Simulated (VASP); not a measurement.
Here is a VASP 6.6.1 calculation.

Contents of INCAR:

```
PREC     = Accurate       # precision mode
ENCUT    = 600            # plane-wave cutoff, eV
EDIFF    = 1E-6           # SCF threshold, eV
ISMEAR   = -1             # smearing method
SIGMA    = 0.02           # smearing width, eV
LREAL    = False          # projectors in reciprocal space
LASPH    = True           # aspherical terms in the spheres
NELM     = 80             # most SCF steps
ALGO     = Normal         # electronic algorithm
ISIF     = 8              # what is computed and relaxed
LWAVE    = False          # write WAVECAR
LCHARG   = False          # write CHGCAR
IBRION   = 2              # ionic algorithm
NSW      = 80             # ionic steps
EDIFFG   = -0.03          # ionic threshold
```

Contents of KPOINTS:

```
Automatic mesh
0
Gamma
  4 4 4
```

File POSCAR:

```
N
1.0
    5.5605200000      0.0000000000      0.0000000000
    0.0000000000      5.5605200000      0.0000000000
    0.0000000000      0.0000000000      5.5605200000
N
8
Direct
    0.0574000000      0.0574000000      0.0574000000
    0.4426000000      0.9426000000      0.5574000000
    0.5574000000      0.4426000000      0.9426000000
    0.9426000000      0.5574000000      0.4426000000
    0.9426000000      0.9426000000      0.9426000000
    0.5574000000      0.0574000000      0.4426000000
    0.4426000000      0.5574000000      0.0574000000
    0.0574000000      0.4426000000      0.5574000000
```

Potentials or basis: VASP PAW LDA potentials, release 64 (N).

Run with:

```sh
$ cat potpaw_LDA.64/N/POTCAR > POTCAR
$ mpirun -np 1 vasp_std > vasp.out
```

Problem. Predict the relaxed cell.

Solution. a = 5.164 Å, b = 5.164 Å, c = 5.164 Å, α = 90.00°, β = 90.00°, γ = 90.00°.

Problem. Predict the relaxed volume.

Solution. 17.21 Å³/atom.

The path:
| step | energy change (eV) | largest force (eV/Å) | pressure (GPa) | volume (Å³) |
| --- | --- | --- | --- | --- |
| 1 | 0.0000 | 0.3982 | -1.22 | 171.93 |
| 2 | 0.6500 | 8.0198 | 10.10 | 167.90 |
| 3 | -0.0033 | 0.0541 | -0.60 | 171.65 |
| 4 | -0.0033 | 0.0858 | -0.56 | 171.63 |
| 5 | -0.0109 | 0.0844 | -0.56 | 169.82 |
| 6 | -0.0330 | 0.0981 | -0.52 | 164.47 |
| 7 | -0.0718 | 0.1989 | -0.25 | 154.11 |
| 8 | -0.0972 | 0.7004 | 1.38 | 134.71 |
| 9 | -0.0986 | 0.5951 | 1.22 | 134.40 |
| 10 | -0.1007 | 0.3191 | 0.80 | 133.59 |
| 11 | -0.1010 | 0.1912 | 0.61 | 133.21 |
| 12 | -0.1013 | 0.1768 | 0.57 | 133.34 |
| 13 | -0.1020 | 0.1335 | 0.46 | 133.73 |
| 14 | -0.1033 | 0.0456 | 0.27 | 134.51 |
| 15 | -0.1044 | 0.1264 | -0.11 | 136.07 |
| 16 | -0.1044 | 0.1690 | -0.23 | 136.48 |
| 17 | -0.1048 | 0.1055 | -0.16 | 137.00 |
| 18 | -0.1049 | 0.0789 | -0.10 | 137.23 |
| 19 | -0.1050 | 0.0201 | -0.05 | 137.70 |

Caveat: the standard files for N, O and F lose accuracy on very short bonds; the volume moved by over 15 % at a fixed basis, so the end points are rough.
